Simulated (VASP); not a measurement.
Set up this calculation in VASP 6.6.1, as the native input.

```
Task                   : single point
Functional             : LDA
Potentials or basis    : VASP PAW LDA potentials, release 64 (Ge_d, Pd)
Cutoff                 : 520 eV
k mesh                 : 6 × 6 × 6
Occupations            : fermi-dirac, width 0.1 eV
Spin                   : no spin polarisation
Dipole correction      : no
Further INCAR settings : ALGO = Normal; EDIFF = 1e-07; NBANDS = 34
```

The structure of Ge3Pd lies in POSCAR:

```
Ge3Pd
1.0
    3.9692342501      0.0000000000      0.0000000000
    0.0000000000      3.9692342501      0.0000000000
    0.0000000000      0.0000000000      3.9692342501
Ge Pd
3 1
Direct
    0.0000000000      0.5000000000      0.5000000000
    0.5000000000      0.0000000000      0.5000000000
    0.5000000000      0.5000000000      0.0000000000
    0.0000000000      0.0000000000      0.0000000000
```

The input as run:

INCAR

```
ALGO = Normal
EDIFF = 1E-7
ENCUT = 520
GGA = CA
ISIF = 2
ISMEAR = -1
LASPH = True
LCHARG = False
LREAL = False
LWAVE = False
NBANDS = 34
NELM = 60
PREC = Accurate
SIGMA = 0.1
```

KPOINTS

```
k-points
0
Gamma
  6 6 6
```

Potentials or basis: VASP PAW LDA potentials, release 64 (Ge_d, Pd).

The run is started by

```console
$ cat potpaw_LDA.64/Ge_d/POTCAR potpaw_LDA.64/Pd/POTCAR > POTCAR
$ mpirun -np 1 vasp_std > vasp.out
```

Results of the run:

The pressure is 7.1 GPa and the band gap on the k mesh is zero (band 26 reaches 9.14 eV, above the bottom of band 27 at 7.24 eV).

It took 35 s on 1 thread of Intel(R) Xeon(R) Platinum 8259CL CPU @ 2.50GHz (Skylake/Cascade Lake), with other jobs on the host, peak memory 0.17 GiB.
